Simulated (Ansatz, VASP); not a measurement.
## Si2Ni in VASP and in Ansatz

The input INCAR:

```
SYSTEM = Si2Ni
PREC = Accurate
ENCUT = 600
EDIFF = 1E-6
ISMEAR = 0
SIGMA = 0.1
LREAL = .FALSE.
LASPH = .TRUE.
NELM = 120
ALGO = Normal
ISIF = 2
LWAVE = .FALSE.
LCHARG = .TRUE.
GGA = PE
IVDW = 12
LELF = .TRUE.
LVHAR = .TRUE.
NBANDS = 16
GGA_COMPAT = .FALSE.
```

File KPOINTS:

```
Automatic mesh
0
G
  6 6 6
  0 0 0
```

Contents of POSCAR:

```
Si2Ni
1.0
    0.0000000000      2.6950000000      2.6950000000
    2.6950000000      0.0000000000      2.6950000000
    2.6950000000      2.6950000000      0.0000000000
Ni Si
1 2
Direct
    0.0000000000      0.0000000000      0.0000000000
    0.2500000000      0.2500000000      0.2500000000
    0.7500000000      0.7500000000      0.7500000000
```

Input for Ansatz:

```yaml
crystal:
  lattice:
    - [0.0, 2.695, 2.695]
    - [2.695, 0.0, 2.695]
    - [2.695, 2.695, 0.0]
  atoms:
    - { symbol: Ni, position: [0.0, 0.0, 0.0] }
    - { symbol: Si, position: [0.25, 0.25, 0.25] }
    - { symbol: Si, position: [0.75, 0.75, 0.75] }
basis:
  ecutwfc: 420
kpoints:
  mp_grid: { grid: [6, 6, 6] }
hamiltonian:
  xc: pbe
  dispersion: d3bj
  pseudopotentials: { kind: paw, azcp: { folder: soft_1 } }
scf:
  occupations: { method: gaussian, width: 0.1 }
output:
  forces: true
  stress: true
  eigenvalues: true
```

Alike in both runs: task single point; functional PBE; dispersion D3(BJ); k mesh 6 × 6 × 6; occupations gaussian, width 0.1 eV; no spin polarisation.

|  | VASP | Ansatz |
| --- | --- | --- |
| version | VASP 6.6.1 | Ansatz 0.2.0 |
| potentials or method | VASP PAW PBE potentials, release 64 (Ni, Si), cutoff 600 eV | scalar-relativistic, plane waves, PAW |
| valence electrons in the cell | 18 | 26 |

Ansatz gave:

```
gap on the k mesh at the Fermi level (eV) : none
pressure (GPa)                            : -0.3
```

Question: What did VASP give for the same quantities?

Answer: gap on the k mesh at the Fermi level (eV): none; pressure (GPa): -0.4.

A gap of «none» marks a metal or a gap that the smearing closes. VASP's potentials hold 18 valence electrons a cell and Ansatz's 26, so a difference there can come from the potentials and not from the codes.
